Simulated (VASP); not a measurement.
Write the native input for VASP 6.6.1 that does the following.

* Task: relaxation of cell and atoms
* Functional: PBEsol
* Potentials or basis: VASP PAW PBE potentials, release 64 (In_d, Ga_d, P)
* Cutoff: 600 eV
* k mesh: 4 × 4 × 4
* Occupations: gaussian, width 0.1 eV
* Spin: no spin polarisation
* Dipole correction: no
* Further INCAR settings: ALGO = Normal; EDIFF = 1e-06; IBRION = 2; EDIFFG = -0.05; NSW = 100; ISIF = 3

The structure of InGa3P4 lies in POSCAR:

```
InGa3P4
1.0
    5.5531250000      0.0000000000      0.0000000000
    0.0000000000     -5.5531250000      0.0000000000
    0.0000000000      0.0000000000     -5.5531250000
In Ga P
1 3 4
Direct
    0.0000000000      0.5000000000      0.5000000000
    0.5000000000      0.0000000000      0.5000000000
    0.5000000000      0.5000000000      0.0000000000
    0.0000000000      0.0000000000      0.0000000000
    0.2500000000      0.2500000000      0.2500000000
    0.7500000000      0.7500000000      0.2500000000
    0.7500000000      0.2500000000      0.7500000000
    0.2500000000      0.7500000000      0.7500000000
```

The input as run:

INCAR

```
SYSTEM = InGa3P4
PREC     = Accurate       ! precision mode
ENCUT    = 600            ! plane-wave cutoff, eV
EDIFF    = 1E-6           ! SCF threshold, eV
ISMEAR   = 0              ! smearing method
SIGMA    = 0.1            ! smearing width, eV
LREAL    = .FALSE.        ! projectors in reciprocal space
LASPH    = .TRUE.         ! aspherical terms in the spheres
NELM     = 80             ! most SCF steps
ALGO     = Normal         ! electronic algorithm
ISIF     = 3              ! what is computed and relaxed
LWAVE    = .FALSE.        ! write WAVECAR
LCHARG   = .FALSE.        ! write CHGCAR
GGA      = PS             ! functional
IBRION   = 2              ! ionic algorithm
NSW      = 100            ! ionic steps
EDIFFG   = -0.05          ! ionic threshold
```

KPOINTS

```
regular mesh
0
G
  4 4 4
  0 0 0
```

Potentials or basis: VASP PAW PBE potentials, release 64 (In_d, Ga_d, P).

Launch:

```sh
$ cat potpaw_PBE.64/In_d/POTCAR potpaw_PBE.64/Ga_d/POTCAR potpaw_PBE.64/P/POTCAR > POTCAR
$ mpirun -np 1 vasp_std > vasp.out
```

It gave:

```json
{
 "Relaxed volume": "21.35 Å³/atom",
 "Relaxed cell": "a = 5.548 Å, b = 5.548 Å, c = 5.548 Å, α = 90.00°, β = 90.00°, γ = 90.00°",
 "Space group after relaxing (to 0.1 Å)": "P-43m (No. 215)",
 "Energy gained by relaxing": "37.3 meV/atom",
 "Ionic steps": "5",
 "Pressure after relaxing": "0.0 GPa",
 "Band gap on the k mesh": "1.17 eV"
}
```

Caveat: the PAW data sets were made with another functional, which shifts forces and pressure a little; spin-orbit coupling is left out, which moves the levels of the heavy elements.

It took 5 min on 1 thread of Intel(R) Xeon(R) Platinum 8259CL CPU @ 2.50GHz (Skylake/Cascade Lake) (shared host), peak memory 0.38 GiB.
